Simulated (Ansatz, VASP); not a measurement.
# One calculation of HC12, two programs

```
C H
1.0
     5.05093    0.00000    0.00000
     0.00000    5.05093    0.00000
     0.00000    0.00000   22.37549
C H
24 2
Cartesian
  0.0000 1.2627 4.0000
  0.0000 3.7882 4.0000
  2.5255 1.2627 4.0000
  2.5255 3.7882 4.0000
  0.0000 0.0000 4.8929
  0.0000 2.5255 4.8929
  2.5255 0.0000 4.8929
  2.5255 2.5255 4.8929
  1.2627 0.0000 5.7858
  1.2627 2.5255 5.7858
  3.7882 0.0000 5.7858
  3.7882 2.5255 5.7858
  1.2627 1.2627 6.6590
  1.2627 3.7882 6.6590
  3.7882 1.2627 6.6590
  3.7882 3.7882 6.6590
  0.0000 1.2627 7.5962
  0.0000 3.7882 7.5962
  2.5255 1.2627 7.5962
  2.5255 3.7882 7.5962
  0.0000 0.0000 8.3755
  0.0000 2.5255 8.3755
  2.5255 0.0000 8.3755
  2.5255 2.5255 8.3755
  4.3034 1.8941 9.7855
  5.7984 1.8941 9.7855
```

Alike in both runs: task single point; functional PBE; k mesh 5 × 5 × 1; occupations gaussian, width 0.05 eV; no spin polarisation.

```csv
,VASP,Ansatz
version,VASP 6.6.1,Ansatz 0.2.0
potentials or method,"VASP PAW PBE potentials, release 64 (C, H), cutoff 520 eV","scalar-relativistic, plane waves, PAW"
valence electrons in the cell,98,98
```

VASP gave:

| Property | Result |
| --- | --- |
| gap on the k mesh at the Fermi level (eV) | none |
| rms of the force components (eV/Å) | 1.012 |

Estimate Ansatz's values.

gap on the k mesh at the Fermi level (eV): none; rms of the force components (eV/Å): 1.013.

Atom by atom the forces differ by 0.013 eV/Å (rms over components). A gap of «none» marks a metal or a gap that the smearing closes. The functional is the same, so the differences come from potentials, cutoffs and numerics.
